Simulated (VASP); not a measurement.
Here is a VASP 6.6.1 calculation.

File INCAR:

```
SYSTEM = NiO
ALGO = Normal ; EDIFF = 1E-6
ENCUT = 520 ; GGA = PE
ISIF = 2 ; ISMEAR = 0
ISPIN = 2 ; LASPH = .True.
LCHARG = .False. ; LMAXMIX = 4
LORBIT = 11 ; LREAL = .False.
LWAVE = .False. ; MAGMOM = 1.5 -1.5 0 0
NBANDS = 28 ; NELM = 150
PREC = Accurate ; SIGMA = 0.05
```

Contents of KPOINTS:

```
k-points
0
Gamma
  10 10 10
  0 0 0
```

Contents of POSCAR:

```
NiO
1.0
    0.0000000000      1.6924341607      4.7522274573
   -1.4656909774     -0.8462170803      4.7522274573
    1.4656909774     -0.8462170803      4.7522274573
Ni O
2 2
Direct
    0.5000000000     -0.5000000000      0.5000000000
    1.0000000000      0.0000000000      1.0000000000
    0.2500044996      0.2500044996      0.2500044996
    0.7499955004      0.7499955004      0.7499955004
```

Potentials or basis: VASP PAW PBE potentials, release 64 (Ni, O).

The run is started by

```console
$ cat potpaw_PBE.64/Ni/POTCAR potpaw_PBE.64/O/POTCAR > POTCAR
$ mpirun -np 1 vasp_std > vasp.out
```

(1) What does it give for the net moment?

(2) Estimate the pressure.

## Answers

(1) 0.00 μB per cell.

(2) 8.5 GPa.

Caveat: the cell stands under pressure.
